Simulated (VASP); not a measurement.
# Ti (Cmcm) in VASP: single point with PBE

Aim: the single point of Ti with PBE.

Program: VASP 6.6.1. These are calculated values, not measurements. Logs are shortened: lines on timing, memory, paths and dates and some standing lists are left out, and cuts for length are marked.

## (1) The cell of the first run

Symmetry: Cmcm, No. 63, orthorhombic system. Conventional cell: a = 2.909 Å, b = 5.140 Å, c = 4.651 Å, α = 90.00°, β = 90.00°, γ = 90.00°. Ti (site symmetry m2m) has 12 Ti at 2.87 to 2.95 Å within 3.8 Å.

## (2) Single point, PBE (strain -0.0100 x Voigt [1, -1, 0, 0, 0, 0])

Contents of INCAR:

```
PREC = Accurate
ENCUT = 520
EDIFF = 1E-6
ISMEAR = 0
SIGMA = 0.15
LREAL = False
LASPH = True
NELM = 60
ALGO = Fast
ISIF = 2
LWAVE = False
LCHARG = False
GGA = PE
NBANDS = 19
```

Contents of KPOINTS:

```
Automatic mesh
0
Gamma
  24 24 14
```

Contents of POSCAR:

```
Ti
1.0
    2.9090734807      0.0000000000      0.0000000000
   -1.4545367404      2.5702271223      0.0000000000
    0.0000000000      0.0000000000      4.6506340139
Ti
2
Direct
    0.3333333333      0.6666666667      0.2500000000
    0.6666666667      0.3333333333      0.7500000000
```

Potentials or basis: VASP PAW PBE potentials, release 64 (Ti_sv).

On the command line:

```
$ cat potpaw_PBE.64/Ti_sv/POTCAR > POTCAR
$ mpirun -np 1 vasp_std > vasp.out
```

OUTCAR:

```text
PREC = Accurate
   ENCUT = 520
   EDIFF = 1E-6
   ISMEAR = 0
   LREAL = False
   LASPH = True
   NELM = 60
   ISIF = 2
   GGA = PE

 ion  position               nearest neighbor table
   1  0.333  0.667  0.250-   2 2.87   2 2.87   2 2.87   2 2.87   2 2.89   2 2.89
   2  0.667  0.333  0.750-   1 2.87   1 2.87   1 2.87   1 2.87   1 2.89   1 2.89

  LATTYP: Found a base centered orthorhombic cell.
 ALAT       =     2.9090734807
 B/A-ratio  =     1.7670417329
 C/A-ratio  =     1.5986650199

  Lattice vectors:

 A1 = (   1.4545367404,  -2.5702271223,   0.0000000000)
 A2 = (   1.4545367403,   2.5702271223,   0.0000000000)
 A3 = (   0.0000000000,   0.0000000000,   4.6506340139)

Analysis of symmetry for initial positions (statically):
=====================================================================
 Subroutine PRICEL returns:
 Original cell was already a primitive cell.

 Routine SETGRP: Setting up the symmetry group for a
 base centered orthorhombic supercell.

 Subroutine GETGRP returns: Found  8 space group operations
 (whereof  4 operations were pure point group operations)
 out of a pool of  8 trial point group operations.

The static configuration has the point symmetry C_2h.
 The point group associated with its full space group is D_2h.

Analysis of symmetry for dynamics (positions and initial velocities):
=====================================================================
 Subroutine PRICEL returns:
 Original cell was already a primitive cell.

 Routine SETGRP: Setting up the symmetry group for a
 base centered orthorhombic supercell.

 Subroutine GETGRP returns: Found  8 space group operations
 (whereof  4 operations were pure point group operations)
 out of a pool of  8 trial point group operations.

The dynamic configuration has the point symmetry C_2h.
 The point group associated with its full space group is D_2h.

 Subroutine INISYM returns: Found  8 space group operations
 (whereof  4 operations are pure point group operations),
 and found     1 'primitive' translations

----------------------------------------------------------------------------------------

                                     Primitive cell

  volume of cell :      34.7727

  direct lattice vectors                    reciprocal lattice vectors
     2.909073481  0.000000000  0.000000000     0.343752059  0.194535337  0.000000000
    -1.454536740  2.570227122  0.000000000     0.000000000  0.389070674  0.000000000
     0.000000000  0.000000000  4.650634014     0.000000000  0.000000000  0.215024445

  length of vectors
     2.909073481  2.953259994  4.650634014     0.394980349  0.389070674  0.215024445

  position of ions in fractional coordinates (direct lattice)
     0.333333333  0.666666667  0.250000000
     0.666666667  0.333333333  0.750000000

  ion indices of the primitive-cell ions
   primitive index   ion index
                 1           1
                 2           2

----------------------------------------------------------------------------------------

 KPOINTS: Automatic mesh

Automatic generation of k-mesh.
 Grid dimensions read from file:
 generate k-points for:   24   24   14

 Generating k-lattice:

  Cartesian coordinates                     Fractional coordinates (reciprocal lattice)
     0.014323002  0.008105639  0.000000000     0.041666667 -0.000000000  0.000000000
     0.000000000  0.016211278  0.000000000     0.000000000  0.041666667  0.000000000
     0.000000000  0.000000000  0.015358889     0.000000000  0.000000000  0.071428571

  Length of vectors
     0.016457515  0.016211278  0.015358889

  Shift w.r.t. Gamma in fractional coordinates (k-lattice)
     0.000000000  0.000000000  0.000000000

 Subroutine IBZKPT returns following result:
 ===========================================

 Found   1256 irreducible k-points:

 Following reciprocal coordinates:
            Coordinates               Weight
  0.000000  0.000000  0.000000      1.000000
  0.041667  0.000000  0.000000      4.000000
  0.083333  0.000000  0.000000      4.000000
  0.125000  0.000000  0.000000      4.000000
  0.166667  0.000000  0.000000      4.000000
  0.208333 -0.000000  0.000000      4.000000
[... 16 lines left out ...]
  0.375000  0.041667  0.000000      4.000000
  0.416667  0.041667  0.000000      4.000000
 [... further k-points ...]
   k-points           NKPTS =   1256   k-points in BZ     NKDIM =   1256   number of bands    NBANDS=     19
   number of dos      NEDOS =    301   number of ions     NIONS =      2
   total plane-waves  NPLWV =  20736
   dimension x,y,z NGX =    24 NGY =   24 NGZ =   36
   dimension x,y,z NGXF=    48 NGYF=   48 NGZF=   72
   ions per type =               2
   NGX,Y,Z   is equivalent  to a cutoff of  13.72, 13.51, 12.87 a.u.
   NGXF,Y,Z  is equivalent  to a cutoff of  27.43, 27.02, 25.74 a.u.
 SYSTEM =  unknown system
   PREC   = accura    normal or accurate (medium, high low for compatibility)
   ISTART =      0    job   : 0-new  1-cont  2-samecut
   ICHARG =      2    charge: 1-file 2-atom 10-const
   ISPIN  =      1    spin polarized calculation?
   LNONCOLLINEAR =      F non collinear calculations
   LSORBIT =      F    spin-orbit coupling
   LASPH  =      T    aspherical Exc in radial PAW
   ENCUT  =  520.0 eV  38.22 Ry    6.18 a.u.   5.41  5.49  8.65*2*pi/ulx,y,z
   NELM   =     60;   NELMIN=  2; NELMDL= -5     # of ELM steps
   EDIFF  = 0.1E-05   stopping-criterion for ELM
   LREAL  =      F    real-space projection
   EDIFFG = 0.1E-04   stopping-criterion for IOM
   NSW    =      0    number of steps for IOM
   IBRION =     -1    ionic relax: 0-MD 1-quasi-New 2-CG
   NFREE  =      0    steps in history (QN), initial steepest desc. (CG)
   ISIF   =      2    stress and relaxation
   ISYM   =      2    0-nonsym 1-usesym 2-fastsym
   POTIM  = 0.5000    time-step for ionic-motion
   TEBEG  =    0.0;   TEEND  =   0.0 temperature during run
   PSTRESS=    0.0 pullay stress
   NELECT =      24.0000    total number of electrons
   NUPDOWN=      -1.0000    fix difference up-down
   EMIN   =  10.00;   EMAX   =-10.00  energy-range for DOS
   EFERMI =   0.00;   METHOD = LEGACY
   ISMEAR =     0;   SIGMA  =   0.15  broadening in eV -4-tet -1-fermi 0-gaus
   EFERMI_NEDOS =   21; number of points for ismear=-14 and -15
   IALGO  =     68    algorithm
   IMIX   =      4    mixing-type and parameters
     AMIX     =   0.40;   BMIX     =  1.00
     AMIX_MAG =   1.60;   BMIX_MAG =  1.00
  volume/ion in A,a.u.               =      17.39       117.33
  Fermi-wavevector in a.u.,A,eV,Ry     =   1.446769  2.733997 28.478897  2.093140
  Thomas-Fermi vector in A             =   2.564800
   LORBIT       =      0    0 simple, 1 ext, 2 COOP (PROOUT), +10 PAW based schemes
   GGA     = PE    functional components
   LHFCALC =     F    Hartree Fock is set to
   AEXX    =    0.0000 exact exchange contribution
   IVDW    =     0    specifies the selected vdW correction
   LEPSILON=     F    determine dielectric tensor
   LRPA    =     F    only Hartree local field effects (RPA)
 non-spin polarized calculation
 RMM-DIIS sequential band-by-band and
 Gauss-broadening in eV      SIGMA  =   0.15
  energy-cutoff  :      520.00
  volume of cell :       34.77
 maximum number of plane-waves:       964
 NGX is ok and might be reduce to    24
   NGX = 11   NGY = 11   NGZ = 17

 number of electron      24.0000002 magnetization

 Free energy of the ion-electron system (eV)
  ---------------------------------------------------
  ext. energy  EPLUGINS =         0.00000000
  ---------------------------------------------------
  free energy    TOTEN  =       -15.68064603 eV

  energy without entropy =      -15.65702563  energy(sigma->0) =      -15.66883583

 E-fermi :   8.3243     XC(G=0): -11.4924

 val. band max:        8.3242407328   @ k =   0.5000   0.2083   0.3571
 cond. band min:       8.3253106894   @ k =   0.0417   0.0000   0.2857
 fundamental gap:      0.0010699566
 Fermi energy:         8.3243090180

 k-point     1 :       0.0000    0.0000    0.0000
  band No.  band energies     occupation
      1     -48.5357      2.00000
      2     -48.3992      2.00000
      3     -25.1224      2.00000
      4     -24.4914      2.00000
      5     -24.4725      2.00000
      6     -24.4158      2.00000
[... 11 lines left out ...]
     18       9.9757      0.00000
     19      11.4462      0.00000

 k-point     2 :       0.0417    0.0000    0.0000
  band No.  band energies     occupation
      1     -48.5339      2.00000
      2     -48.3985      2.00000
      3     -25.1185      2.00000
      4     -24.4954      2.00000
      5     -24.4794      2.00000
      6     -24.4174      2.00000
[... 11 lines left out ...]
     18       9.9393      0.00000
     19      11.4735      0.00000

 k-point     3 :       0.0833    0.0000    0.0000
  band No.  band energies     occupation
      1     -48.5288      2.00000
      2     -48.3964      2.00000
      3     -25.1070      2.00000
      4     -24.5116      2.00000
      5     -24.4947      2.00000
      6     -24.4222      2.00000
[... 11 lines left out ...]
     18       9.8541      0.00000
     19      11.5171      0.00000

 k-point     4 :       0.1250    0.0000    0.0000
  band No.  band energies     occupation
      1     -48.5204      2.00000
      2     -48.3932      2.00000
      3     -25.0883      2.00000
      4     -24.5468      2.00000
      5     -24.5096      2.00000
      6     -24.4480      2.00000
[... 11 lines left out ...]
     18       9.8360      0.00000
     19      11.5760      0.00000

 k-point     5 :       0.1667    0.0000    0.0000
  band No.  band energies     occupation
      1     -48.5094      2.00000
      2     -48.3892      2.00000
      3     -25.0630      2.00000
      4     -24.5955      2.00000
      5     -24.5260      2.00000
      6     -24.4970      2.00000
[... 11 lines left out ...]
     18      10.0294      0.00000
     19      11.6394      0.00000

 k-point     6 :       0.2083   -0.0000    0.0000
  band No.  band energies     occupation
      1     -48.4962      2.00000
      2     -48.3848      2.00000
      3     -25.0321      2.00000
      4     -24.6529      2.00000
      5     -24.5534      2.00000
      6     -24.5442      2.00000
[... 11 lines left out ...]
     18      10.2714      0.00000
     19      11.6996      0.00000

 k-point     7 :       0.2500    0.0000    0.0000
  band No.  band energies     occupation
      1     -48.4817      2.00000
      2     -48.3805      2.00000
      3     -24.9968      2.00000
      4     -24.7150      2.00000
      5     -24.6128      2.00000
      6     -24.5631      2.00000
[... 11 lines left out ...]
     18      10.5471      0.00000
     19      11.7522      0.00000

 k-point     8 :       0.2917    0.0000    0.0000
  band No.  band energies     occupation
      1     -48.4665      2.00000
      2     -48.3767      2.00000
      3     -24.9584      2.00000
      4     -24.7774      2.00000
      5     -24.6711      2.00000
      6     -24.5817      2.00000
[... 256 lines left out ...]
 k-point    20 :       0.2500    0.0417    0.0000
  band No.  band energies     occupation
      1     -48.4738      2.00000
      2     -48.3786      2.00000
      3     -24.9765      2.00000
      4     -24.7435      2.00000
      5     -24.6458      2.00000
      6     -24.5717      2.00000
[... 11 lines left out ...]
     18      10.7770      0.00000
     19      11.7671      0.00000

 k-point    21 :       0.2917    0.0417    0.0000
  band No.  band energies     occupation
      1     -48.4587      2.00000
      2     -48.3753      2.00000
      3     -24.9374      2.00000
      4     -24.8039      2.00000
      5     -24.6980      2.00000
      6     -24.5929      2.00000
[... 11 lines left out ...]
     18      11.0839      0.00000
     19      11.8032      0.00000

 k-point    22 :       0.3333    0.0417    0.0000
  band No.  band energies     occupation
      1     -48.4443      2.00000
      2     -48.3732      2.00000
      3     -24.8979      2.00000
      4     -24.8584      2.00000
      5     -24.7456      2.00000
      6     -24.6103      2.00000
[... 11 lines left out ...]
     18      11.4030      0.00000
     19      11.8306      0.00000

 k-point    23 :       0.3750    0.0417    0.0000
  band No.  band energies     occupation
      1     -48.4315      2.00000
      2     -48.3723      2.00000
      3     -24.9031      2.00000
      4     -24.8608      2.00000
      5     -24.7848      2.00000
      6     -24.6238      2.00000
[... 11 lines left out ...]
     18      11.7504      0.00000
     19      11.8501      0.00000

 k-point    24 :       0.4167    0.0417    0.0000
  band No.  band energies     occupation
      1     -48.4216      2.00000
      2     -48.3726      2.00000
      3     -24.9350      2.00000
      4     -24.8300      2.00000
      5     -24.8129      2.00000
      6     -24.6329      2.00000
[... 11 lines left out ...]
     18      11.8625      0.00000
     19      12.1724      0.00000

 [... further k-points ...]

------------------------ aborting loop because EDIFF is reached ----------------------------------------

  FORCE on cell =-STRESS in cart. coord.  units (eV):
  Direction    XX          YY          ZZ          XY          YZ          ZX
  --------------------------------------------------------------------------------------
  -------------------------------------------------------------------------------------
  Total        0.1818679     -0.3794930     -0.1145764      0.0000000      0.0000000      0.0000000
  in kB        8.3796984    -17.4854155     -5.2791933      0.0000000      0.0000000      0.0000000
  external PRESSURE =      -4.7949701 kB  Pullay stress =       0.0000000 kB

 VOLUME and BASIS-vectors are now :
 -----------------------------------------------------------------------------
  energy-cutoff  :      520.00
  volume of cell :       34.77
      direct lattice vectors                 reciprocal lattice vectors
     2.909073481  0.000000000  0.000000000     0.343752059  0.194535337  0.000000000
    -1.454536740  2.570227122  0.000000000     0.000000000  0.389070674  0.000000000
     0.000000000  0.000000000  4.650634014     0.000000000  0.000000000  0.215024445

 POSITION                                       TOTAL-FORCE (eV/Angst)
 -----------------------------------------------------------------------------------
     -0.00000      1.71348      1.16266        -0.000000      0.053913      0.000000
      1.45454      0.85674      3.48798         0.000000     -0.053913      0.000000
 -----------------------------------------------------------------------------------
    total drift:                               -0.000000      0.000000     -0.000000

  FREE ENERGIE OF THE ION-ELECTRON SYSTEM (eV)
  ---------------------------------------------------
  free  energy   TOTEN  =       -15.6806460309 eV

  energy  without entropy=      -15.6570256313  energy(sigma->0) =      -15.66883583
```

Wall time 36 min (1 thread of Oxide Virtual Turin-like, shared host); peak memory 0.66 GiB.

Results:

```
Free energy            : -15.6806 eV
Pressure               : -0.5 GPa
Largest force          : 0.054 eV/Å
Band gap on the k mesh : zero (bands 12 and 13 overlap by 1.16 eV)
```

Forces on the atoms (eV/Å):
```
Ti   0.000  0.054  0.000
Ti   0.000 -0.054  0.000
```

Stress tensor (GPa, compression positive):
```
 0.84  0.00  0.00
 0.00 -1.75  0.00
 0.00  0.00 -0.53
```

Levels at points of the mesh, in eV from the Fermi level:
| k point | band 10 | band 11 | band 12 | band 13 | band 14 | band 15 |
| --- | --- | --- | --- | --- | --- | --- |
| (0.00, 0.00, 0.00) | -2.68 | 0.65 | 0.77 | 0.89 | 0.90 | 1.17 |
| (0.50, 0.00, 0.00) | -2.16 | -1.84 | -0.59 | 0.42 | 0.66 | 1.22 |
| (0.00, 0.50, 0.00) | -2.14 | -1.84 | -0.71 | 0.58 | 0.61 | 1.10 |
| (0.00, 0.00, 0.50) | -4.35 | 0.09 | 0.09 | 0.57 | 0.57 | 0.79 |
| (0.50, 0.00, 0.50) | -2.53 | -0.80 | -0.80 | 1.37 | 1.37 | 1.69 |
| (0.00, 0.50, 0.50) | -2.55 | -0.82 | -0.82 | 1.24 | 1.24 | 1.80 |

Caveat: the cell differs from its parent crystal (strain -0.0100 x Voigt [1, -1, 0, 0, 0, 0]).
